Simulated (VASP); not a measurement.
**C: single point with PBE**

Crystal: C.

```
C
1.0
     0.00000    1.78037    1.78037
     1.78037    0.00000    1.78037
     1.78037    1.78037    0.00000
C
2
Cartesian
  0.0000 0.0000 0.0000
  0.8902 0.8902 0.8902
```

* Program: VASP 6.6.1
* Task: single point
* Functional: PBE
* Potentials or basis: VASP PAW PBE potentials, release 64 (C)
* Cutoff: 600 eV
* k mesh: 14 × 14 × 14
* Occupations: fermi-dirac, width 0.03 eV
* Spin: no spin polarisation

```yaml
Pressure: 4.0 GPa
Band_gap_on_the_k_mesh: 4.14 eV, indirect (least direct gap 5.60 eV)
```

Levels at points of the mesh, in eV from the valence-band top:
```csv
k point,band 1,band 2,band 3,band 4,band 5,band 6,band 7,band 8,band 9
"(0.00, 0.00, 0.00)",-21.54,0.00,0.00,0.00,5.60,5.60,5.60,13.45,19.36
"(0.50, 0.00, 0.00)",-15.74,-13.43,-2.81,-2.81,8.48,8.48,8.92,15.74,21.96
"(0.50, 0.50, 0.00)",-12.80,-12.80,-6.33,-6.33,4.77,4.77,16.88,16.88,23.32
```

Run time: 8.1 s on 1 thread of Intel(R) Xeon(R) Platinum 8375C CPU @ 2.90GHz (Ice Lake), with other jobs on the host, peak memory 0.12 GiB.

A k mesh can miss the band edges. As with any semilocal functional, this PBE gap is likely too small.
